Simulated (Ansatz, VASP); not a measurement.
**Ag: VASP beside Ansatz**

```
CELL_PARAMETERS angstrom
2.54264 -1.46848 0.00708
2.54264 1.46848 0.00708
-1.71321 0.00000 7.17572
ATOMIC_POSITIONS crystal
Ag 0.00000 0.00000 0.00000
Ag 0.22244 0.22244 0.66690
Ag 0.77756 0.77756 0.33310
```

Alike in both runs: functional PBE; k mesh 16 × 16 × 6; occupations gaussian, width 0.1 eV; no spin polarisation.

Ansatz relaxed the structure, and its values are those at the end. VASP's run is a single point on that final structure, the one shown.

```csv
,VASP,Ansatz
version,VASP 6.6.1,Ansatz 0.2.0
potentials or method,"VASP PAW PBE potentials, release 64 (Ag), cutoff 520 eV","scalar-relativistic, plane waves, PAW"
valence electrons in the cell,33,57
```

```csv
,VASP,Ansatz,Ansatz less VASP
gap on the k mesh at the Fermi level (eV),none,none,-
pressure (GPa),-0.1,0.0,+0.05
```

A gap of «none» marks a metal or a gap that the smearing closes. VASP's potentials hold 33 valence electrons a cell and Ansatz's 57, so a difference there can come from the potentials and not from the codes.
